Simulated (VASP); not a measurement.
Set up this calculation in VASP 6.6.1, as the native input.

| Quantity | Value |
| --- | --- |
| Task | single point |
| Functional | r2SCAN |
| Potentials or basis | VASP PAW PBE potentials, release 64 (Cd, Te) |
| Cutoff | 520 eV |
| k mesh | 4 × 4 × 4 |
| Occupations | gaussian, width 0.01 eV |
| Spin | no spin polarisation |
| Dipole correction | no |
| Further INCAR settings | ALGO = Normal; EDIFF = 1e-06; NBANDS = 16 |

CdTe:

```
CELL_PARAMETERS angstrom
0.00000 3.27990 3.27990
3.27990 0.00000 3.27990
3.27990 3.27990 0.00000
ATOMIC_POSITIONS crystal
Cd 0.00000 0.00000 0.00000
Te 0.25000 0.25000 0.25000
```

These files were run (other wordings do the same):

POSCAR

```
CdTe
1.0
    0.0000000000      3.2799012449      3.2799012449
    3.2799012449      0.0000000000      3.2799012449
    3.2799012449      3.2799012449      0.0000000000
Cd Te
1 1
Direct
    0.0000000000      0.0000000000      0.0000000000
    0.2500000000      0.2500000000      0.2500000000
```

INCAR.step1

```
SYSTEM = CdTe
PREC = Accurate ; ENCUT = 520
ISMEAR = 0 ; SIGMA = 0.01
LREAL = .False. ; LASPH = .True.
NELM = 60 ; NBANDS = 16
GGA = PE ; ALGO = Normal
EDIFF = 1E-4 ; LWAVE = .True.
LCHARG = .False.
```

INCAR.step2

```
SYSTEM = CdTe
PREC = Accurate ; ENCUT = 520
EDIFF = 1E-6 ; ISMEAR = 0
SIGMA = 0.01 ; LREAL = .False.
LASPH = .True. ; NELM = 60
ALGO = Normal ; ISIF = 2
LWAVE = .False. ; LCHARG = .False.
METAGGA = R2SCAN ; LMIXTAU = .True.
NBANDS = 16 ; ISTART = 1
```

KPOINTS

```
Automatic mesh
0
Gamma
  4 4 4
  0 0 0
```

Potentials or basis: VASP PAW PBE potentials, release 64 (Cd, Te).

Run with:

```console
$ cat potpaw_PBE.64/Cd/POTCAR potpaw_PBE.64/Te/POTCAR > POTCAR
$ cp INCAR.step1 INCAR
$ mpirun -np 1 vasp_std > vasp.out
$ cp INCAR.step2 INCAR
$ mpirun -np 1 vasp_std > vasp.out
```

Results of the run:

```yaml
Pressure: 0.3 GPa
Band_gap_on_the_k_mesh: 1.15 eV
```

Caveat: the PAW data sets were made with another functional, which shifts forces and pressure a little; spin-orbit coupling is left out, which moves the levels of the heavy elements.

Wall time 38 s on 1 thread of AMD EPYC 7R13 Processor (Zen 3), on a shared host, peak memory 0.19 GiB.
